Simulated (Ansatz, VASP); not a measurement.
One calculation of GaAs, two programs

```xyz
12
Lattice="7.0847 0.0000 0.0000 0.0000 7.0847 0.0000 0.0000 0.0000 7.0847" Properties=species:S:1:pos:R:3 pbc="T T T"
Ga    3.5424    0.0000    5.3135
Ga    5.3135    3.5424    0.0000
Ga    0.0000    5.3135    3.5424
Ga    3.5424    0.0000    1.7712
Ga    1.7712    3.5424    0.0000
Ga    0.0000    1.7712    3.5424
As    0.0000    3.5424    5.3135
As    5.3135    0.0000    3.5424
As    3.5424    5.3135    0.0000
As    0.0000    3.5424    1.7712
As    1.7712    0.0000    3.5424
As    3.5424    1.7712    0.0000
```

Alike in both runs: task relaxation of cell and atoms; functional PBE; k mesh 6 × 6 × 6; occupations gaussian, width 0.1 eV; no spin polarisation.

```csv
,VASP,Ansatz
version,VASP 6.6.1,Ansatz 0.2.0
potentials or method,"VASP PAW PBE potentials, release 64 (Ga_d, As), cutoff 600 eV","scalar-relativistic, plane waves, PAW"
valence electrons in the cell,108,168
```

```csv
,VASP,Ansatz,Ansatz less VASP
"gap on the k mesh at the Fermi level, each at its own relaxed structure (eV)",none,none,-
relaxed volume (Å³/atom),29.76,29.63,-0.122
relaxed cell length with the largest relative difference (Å),7.094,7.085,-0.0097
```

A gap of «none» marks a metal or a gap that the smearing closes. VASP's potentials hold 108 valence electrons a cell and Ansatz's 168, so a difference there can come from the potentials and not from the codes.
